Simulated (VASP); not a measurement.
# ScGa2N3 (P6/mmm) in VASP: single point with PBE

Aim: the single point of ScGa2N3 with PBE.

Everything below comes from runs of VASP 6.6.1. Logs are shortened: lines on timing, memory, paths and dates and some standing lists are left out, and cuts for length are marked.

## 1. The cell of the first run

The structure is hexagonal, space group P6/mmm (No. 191). The conventional cell has a = 4.981 Å, b = 4.981 Å, c = 4.703 Å, α = 90.00°, β = 90.00°, γ = 120.00°. Sc (site symmetry 6/mmm) has 12 N at 3.43 Å and 12 Ga at 3.71 Å within 4.5 Å. Ga (site symmetry -6m2) has 3 N at 1.44 Å within 1.9 Å. Within 1.9 Å of N (site symmetry mmm) lie 2 Ga at 1.44 Å.

## 2. Single point, PBE

The input, INCAR:

```
SYSTEM = ScGa2N3
  ALGO = Normal
  EDIFF = 1E-6
  ENCUT = 520
  GGA = PE
  ISIF = 2
  ISMEAR = 0
  LASPH = .True.
  LCHARG = .False.
  LREAL = .False.
  LWAVE = .False.
  NBANDS = 35
  NELM = 100
  PREC = Accurate
  SIGMA = 0.1
```

The input, KPOINTS:

```
k-points
0
Gamma
  6 6 4
  0 0 0
```

The input, POSCAR:

```
ScGa2N3
1.0
    4.9805137400      0.0000000000      0.0000000000
   -2.4902568700      4.3132514200      0.0000000000
    0.0000000000      0.0000000000      4.7031149000
Sc Ga N
1 2 3
Direct
    0.0000000000      0.0000000000      0.0000000000
    0.3333333300      0.6666666700      0.5000000000
    0.6666666700      0.3333333300      0.5000000000
    0.5000000000      0.0000000000      0.5000000000
    0.0000000000      0.5000000000      0.5000000000
    0.5000000000      0.5000000000      0.5000000000
```

Potentials or basis: VASP PAW PBE potentials, release 64 (Sc_sv, Ga_d, N).

On the command line:

```
$ cat potpaw_PBE.64/Sc_sv/POTCAR potpaw_PBE.64/Ga_d/POTCAR potpaw_PBE.64/N/POTCAR > POTCAR
$ mpirun -np 1 vasp_std > vasp.out
```

OUTCAR:

```text
SYSTEM = ScGa2N3
   EDIFF = 1E-6
   ENCUT = 520
   GGA = PE
   ISIF = 2
   ISMEAR = 0
   LASPH = .True.
   LREAL = .False.
   NELM = 100
   PREC = Accurate

 ion  position               nearest neighbor table
   1  0.000  0.000  0.000-
   2  0.333  0.667  0.500-   4 1.44   5 1.44   6 1.44   3 2.88   3 2.88   3 2.88
   3  0.667  0.333  0.500-   4 1.44   5 1.44   6 1.44   2 2.88   2 2.88   2 2.88
   4  0.500  0.000  0.500-   2 1.44   3 1.44
   5  0.000  0.500  0.500-   2 1.44   3 1.44
   6  0.500  0.500  0.500-   2 1.44   3 1.44

  LATTYP: Found a hexagonal cell.
 ALAT       =     4.9805137400
 C/A-ratio  =     0.9443031674

  Lattice vectors:

 A1 = (   4.9805137400,   0.0000000000,   0.0000000000)
 A2 = (  -2.4902568700,   4.3132514200,   0.0000000000)
 A3 = (   0.0000000000,   0.0000000000,   4.7031149000)

Analysis of symmetry for initial positions (statically):
=====================================================================
 Subroutine PRICEL returns:
 Original cell was already a primitive cell.

 Routine SETGRP: Setting up the symmetry group for a
 hexagonal supercell.

 Subroutine GETGRP returns: Found 24 space group operations
 (whereof 24 operations were pure point group operations)
 out of a pool of 24 trial point group operations.

The static configuration has the point symmetry D_6h.

Analysis of symmetry for dynamics (positions and initial velocities):
=====================================================================
 Subroutine PRICEL returns:
 Original cell was already a primitive cell.

 Routine SETGRP: Setting up the symmetry group for a
 hexagonal supercell.

 Subroutine GETGRP returns: Found 24 space group operations
 (whereof 24 operations were pure point group operations)
 out of a pool of 24 trial point group operations.

The dynamic configuration has the point symmetry D_6h.

 Subroutine INISYM returns: Found 24 space group operations
 (whereof 24 operations are pure point group operations),
 and found     1 'primitive' translations

----------------------------------------------------------------------------------------

                                     Primitive cell

  volume of cell :     101.0333

  direct lattice vectors                    reciprocal lattice vectors
     4.980513740  0.000000000  0.000000000     0.200782500  0.115921830  0.000000000
    -2.490256870  4.313251420  0.000000000     0.000000000  0.231843661  0.000000000
     0.000000000  0.000000000  4.703114900     0.000000000  0.000000000  0.212625041

  length of vectors
     4.980513740  4.980513738  4.703114900     0.231843661  0.231843661  0.212625041

  position of ions in fractional coordinates (direct lattice)
     0.000000000  0.000000000  0.000000000
     0.333333330  0.666666670  0.500000000
     0.666666670  0.333333330  0.500000000
     0.500000000  0.000000000  0.500000000
     0.000000000  0.500000000  0.500000000
     0.500000000  0.500000000  0.500000000

  ion indices of the primitive-cell ions
   primitive index   ion index
                 1           1
                 2           2
                 3           3
                 4           4
                 5           5
                 6           6

----------------------------------------------------------------------------------------

 KPOINTS: k-points

Automatic generation of k-mesh.
 Grid dimensions read from file:
 generate k-points for:    6    6    4

 Generating k-lattice:

  Cartesian coordinates                     Fractional coordinates (reciprocal lattice)
     0.033463750  0.019320305  0.000000000     0.166666667  0.000000000  0.000000000
     0.000000000  0.038640610  0.000000000     0.000000000  0.166666667  0.000000000
     0.000000000  0.000000000  0.053156260     0.000000000  0.000000000  0.250000000

  Length of vectors
     0.038640610  0.038640610  0.053156260

  Shift w.r.t. Gamma in fractional coordinates (k-lattice)
     0.000000000  0.000000000  0.000000000

 Subroutine IBZKPT returns following result:
 ===========================================

 Found     21 irreducible k-points:

 Following reciprocal coordinates:
            Coordinates               Weight
  0.000000  0.000000  0.000000      1.000000
  0.166667 -0.000000  0.000000      6.000000
  0.333333  0.000000  0.000000      6.000000
  0.500000 -0.000000  0.000000      3.000000
  0.166667  0.166667  0.000000      6.000000
  0.333333  0.166667  0.000000     12.000000
[... 13 lines left out ...]
  0.333333  0.166667  0.500000     12.000000
  0.333333  0.333333  0.500000      2.000000
   k-points           NKPTS =     21   k-points in BZ     NKDIM =     21   number of bands    NBANDS=     35
   number of dos      NEDOS =    301   number of ions     NIONS =      6
   total plane-waves  NPLWV =  57600
   dimension x,y,z NGX =    40 NGY =   40 NGZ =   36
   dimension x,y,z NGXF=    80 NGYF=   80 NGZF=   72
   ions per type =               1   2   3
   NGX,Y,Z   is equivalent  to a cutoff of  13.35, 13.35, 12.73 a.u.
   NGXF,Y,Z  is equivalent  to a cutoff of  26.70, 26.70, 25.45 a.u.
 SYSTEM =  ScGa2N3
   PREC   = accura    normal or accurate (medium, high low for compatibility)
   ISTART =      0    job   : 0-new  1-cont  2-samecut
   ICHARG =      2    charge: 1-file 2-atom 10-const
   ISPIN  =      1    spin polarized calculation?
   LNONCOLLINEAR =      F non collinear calculations
   LSORBIT =      F    spin-orbit coupling
   LASPH  =      T    aspherical Exc in radial PAW
   ENCUT  =  520.0 eV  38.22 Ry    6.18 a.u.   9.26  9.26  8.74*2*pi/ulx,y,z
   NELM   =    100;   NELMIN=  2; NELMDL= -5     # of ELM steps
   EDIFF  = 0.1E-05   stopping-criterion for ELM
   LREAL  =      F    real-space projection
   EDIFFG = 0.1E-04   stopping-criterion for IOM
   NSW    =      0    number of steps for IOM
   IBRION =     -1    ionic relax: 0-MD 1-quasi-New 2-CG
   NFREE  =      0    steps in history (QN), initial steepest desc. (CG)
   ISIF   =      2    stress and relaxation
   ISYM   =      2    0-nonsym 1-usesym 2-fastsym
   POTIM  = 0.5000    time-step for ionic-motion
   TEBEG  =    0.0;   TEEND  =   0.0 temperature during run
   PSTRESS=    0.0 pullay stress
   NELECT =      52.0000    total number of electrons
   NUPDOWN=      -1.0000    fix difference up-down
   EMIN   =  10.00;   EMAX   =-10.00  energy-range for DOS
   EFERMI =   0.00;   METHOD = LEGACY
   ISMEAR =     0;   SIGMA  =   0.10  broadening in eV -4-tet -1-fermi 0-gaus
   EFERMI_NEDOS =   21; number of points for ismear=-14 and -15
   IALGO  =     38    algorithm
   IMIX   =      4    mixing-type and parameters
     AMIX     =   0.40;   BMIX     =  1.00
     AMIX_MAG =   1.60;   BMIX_MAG =  1.00
  volume/ion in A,a.u.               =      16.84       113.63
  Fermi-wavevector in a.u.,A,eV,Ry     =   1.311962  2.479248 23.418935  1.721243
  Thomas-Fermi vector in A             =   2.442387
   LORBIT       =      0    0 simple, 1 ext, 2 COOP (PROOUT), +10 PAW based schemes
   GGA     = PE    functional components
   LHFCALC =     F    Hartree Fock is set to
   AEXX    =    0.0000 exact exchange contribution
   IVDW    =     0    specifies the selected vdW correction
   LEPSILON=     F    determine dielectric tensor
   LRPA    =     F    only Hartree local field effects (RPA)
 non-spin polarized calculation
 Gauss-broadening in eV      SIGMA  =   0.10
  energy-cutoff  :      520.00
  volume of cell :      101.03
 maximum number of plane-waves:      2753
 NGX is ok and might be reduce to    40
   NGX = 19   NGY = 19   NGZ = 17

 number of electron      51.9999987 magnetization

 Free energy of the ion-electron system (eV)
  ---------------------------------------------------
  ext. energy  EPLUGINS =         0.00000000
  ---------------------------------------------------
  free energy    TOTEN  =       -11.00001917 eV

  energy without entropy =      -10.97077055  energy(sigma->0) =      -10.98539486

 E-fermi :   3.7276     XC(G=0):  -9.2562

 val. band max:        3.7260817451   @ k =   0.1667   0.1667   0.0000
 cond. band min:       3.7375545633   @ k =   0.3333   0.0000   0.2500
 fundamental gap:      0.0114728182
 Fermi energy:         3.7276488848

 k-point     1 :       0.0000    0.0000    0.0000
  band No.  band energies     occupation
      1     -47.9452      2.00000
      2     -26.5760      2.00000
      3     -26.5760      2.00000
      4     -26.4498      2.00000
      5     -15.6917      2.00000
      6     -14.5119      2.00000
[... 27 lines left out ...]
     34       9.2398      0.00000
     35      10.1472      0.00000

 k-point     2 :       0.1667   -0.0000    0.0000
  band No.  band energies     occupation
      1     -47.9452      2.00000
      2     -26.5764      2.00000
      3     -26.5761      2.00000
      4     -26.4498      2.00000
      5     -15.6188      2.00000
      6     -14.5829      2.00000
[... 27 lines left out ...]
     34       8.7223      0.00000
     35       9.5032      0.00000

 k-point     3 :       0.3333    0.0000    0.0000
  band No.  band energies     occupation
      1     -47.9452      2.00000
      2     -26.5774      2.00000
      3     -26.5764      2.00000
      4     -26.4497      2.00000
      5     -15.4302      2.00000
      6     -14.7653      2.00000
[... 27 lines left out ...]
     34       8.6808      0.00000
     35       9.7093      0.00000
[... 609 lines left out ...]
 k-point    20 :       0.3333    0.1667    0.5000
  band No.  band energies     occupation
      1     -47.9451      2.00000
      2     -26.5773      2.00000
      3     -26.5764      2.00000
      4     -26.4523      2.00000
      5     -15.2757      2.00000
      6     -14.8976      2.00000
[... 27 lines left out ...]
     34       7.9860      0.00000
     35       8.3630      0.00000

 k-point    21 :       0.3333    0.3333    0.5000
  band No.  band energies     occupation
      1     -47.9451      2.00000
      2     -26.5770      2.00000
      3     -26.5770      2.00000
      4     -26.4522      2.00000
      5     -15.0815      2.00000
      6     -15.0815      2.00000
[... 27 lines left out ...]
     34       7.3296      0.00000
     35       8.6421      0.00000

------------------------ aborting loop because EDIFF is reached ----------------------------------------

  FORCE on cell =-STRESS in cart. coord.  units (eV):
  Direction    XX          YY          ZZ          XY          YZ          ZX
  --------------------------------------------------------------------------------------
  -------------------------------------------------------------------------------------
  Total      102.7837594    102.7837593     -7.3903858      0.0000000     -0.0000000      0.0000000
  in kB     1629.9360876   1629.9360856   -117.1961074      0.0000000     -0.0000000      0.0000000
  external PRESSURE =    1047.5586886 kB  Pullay stress =       0.0000000 kB

 VOLUME and BASIS-vectors are now :
 -----------------------------------------------------------------------------
  energy-cutoff  :      520.00
  volume of cell :      101.03
      direct lattice vectors                 reciprocal lattice vectors
     4.980513740  0.000000000  0.000000000     0.200782500  0.115921830  0.000000000
    -2.490256870  4.313251420  0.000000000     0.000000000  0.231843661  0.000000000
     0.000000000  0.000000000  4.703114900     0.000000000  0.000000000  0.212625041

 POSITION                                       TOTAL-FORCE (eV/Angst)
 -----------------------------------------------------------------------------------
      0.00000      0.00000      0.00000        -0.000000      0.000000      0.000000
     -0.00000      2.87550      2.35156         0.000000     -0.000000      0.000000
      2.49026      1.43775      2.35156        -0.000000      0.000000      0.000000
      2.49026      0.00000      2.35156        -0.000000      0.000000      0.000000
     -1.24513      2.15663      2.35156        -0.000000      0.000000      0.000000
      1.24513      2.15663      2.35156        -0.000000      0.000000      0.000000
 -----------------------------------------------------------------------------------
    total drift:                                0.000000     -0.000000     -0.000000

  FREE ENERGIE OF THE ION-ELECTRON SYSTEM (eV)
  ---------------------------------------------------
  free  energy   TOTEN  =       -11.0000191704 eV

  energy  without entropy=      -10.9707705451  energy(sigma->0) =      -10.98539486
```

It took 2.1 min on 1 thread of AMD EPYC 7R43 (Zen 3), shared host; peak memory 0.23 GiB.

Results:

```yaml
Free_energy: -11.0000 eV
Pressure: 104.8 GPa
Band_gap_on_the_k_mesh: zero (band 26 reaches 3.97 eV, above the bottom of band 27 at 3.55 eV)
```
